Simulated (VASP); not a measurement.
Se, 1 atom in the cell. It takes space group Im-3m (No. 229, cubic). Conventional cell: a = 3.375 Å, b = 3.375 Å, c = 3.375 Å, α = 90.00°, β = 90.00°, γ = 90.00°. Within 3.9 Å of Se (site symmetry m-3m) lie 14 Se at 2.92 to 3.38 Å. This isn't the form of Se at room conditions, which is trigonal, of chains.

```yaml
Program: VASP 6.6.1
Task: single point
Functional: PBEsol
Potentials_or_basis: VASP PAW PBE potentials, release 64 (Se)
Cutoff: 520 eV
k_mesh: 18 × 18 × 18
Occupations: gaussian, width 0.1 eV
Spin: no spin polarisation
Dipole_correction: no
Further_INCAR_settings: ALGO = Normal; EDIFF = 1e-06; NBANDS = 9
```

Potentials or basis: VASP PAW PBE potentials, release 64 (Se).

Command:

```sh
$ cat potpaw_PBE.64/Se/POTCAR > POTCAR
$ mpirun -np 1 vasp_std > vasp.out
```

Hardware: 1 thread of Intel(R) Xeon(R) 6975P-C (Granite Rapids), on a shared host.

Q: Estimate the wall time of this run.

A: Wall time 7.2 s on 1 thread of Intel(R) Xeon(R) 6975P-C (Granite Rapids) (shared host), peak memory 0.16 GiB. Counts: scf iterations 9, k points 195.
